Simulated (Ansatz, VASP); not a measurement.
## Two plane-wave programs on Al

File INCAR:

```
PREC     = Accurate       # precision mode
ENCUT    = 500            # plane-wave cutoff, eV
EDIFF    = 1E-6           # SCF threshold, eV
ISMEAR   = -1             # smearing method
SIGMA    = 0.05           # smearing width, eV
LREAL    = F              # projectors in reciprocal space
LASPH    = T              # aspherical terms in the spheres
NELM     = 120            # most SCF steps
ALGO     = Normal         # electronic algorithm
ISIF     = 2              # what is computed and relaxed
LWAVE    = F              # write WAVECAR
LCHARG   = F              # write CHGCAR
GGA      = LIBXC          # functional
LIBXC1   = GGA_X_B88    
LIBXC2   = GGA_C_PBE    
NBANDS   = 8              # bands
GGA_COMPAT= F
```

File KPOINTS:

```
Automatic mesh
0
Gamma
  11 11 11
```

POSCAR

```
Al
1.0
    0.0000000000      2.0645171409      2.0645171409
    2.0645171409      0.0000000000      2.0645171409
    2.0645171409      2.0645171409      0.0000000000
Al
1
Direct
    0.0000000000      0.0000000000      0.0000000000
```

File input.yaml:

```yaml
crystal:
  lattice:
    - [0.0, 2.0645171409, 2.0645171409]
    - [2.0645171409, 0.0, 2.0645171409]
    - [2.0645171409, 2.0645171409, 0.0]
  atoms:
    - { symbol: Al, position: [0.0, 0.0, 0.0] }
hamiltonian:
  xc: { exchange: b88, correlation: pbe }
  pseudopotentials: { kind: paw }
kpoints:
  mp_grid: { grid: [11, 11, 11] }
scf:
  occupations: { method: fermi_dirac, width: 0.05 }
output:
  forces: true
  stress: true
  eigenvalues: true
```

Alike in both runs: task single point; functional b88 exchange, pbe correlation; k mesh 11 × 11 × 11; occupations fermi-dirac, width 0.05 eV; no spin polarisation.

```csv
,VASP,Ansatz
version,VASP 6.6.1,Ansatz 0.2.0
potentials or method,"VASP PAW PBE potentials, release 64 (Al)",Ansatz PAW
plane-wave cutoff (eV),500,420
valence electrons in the cell,3,3
```

Ansatz gave:

```
gap on the k mesh at the Fermi level (eV) : none
pressure (GPa)                            : -3.7
```

Estimate VASP's values.

gap on the k mesh at the Fermi level (eV): none; pressure (GPa): -3.9.

VASP's potentials were made for PBE, not for b88 exchange, pbe correlation. A gap of «none» marks a metal or a gap that the smearing closes. The functional is the same, so the differences come from potentials, cutoffs and numerics.
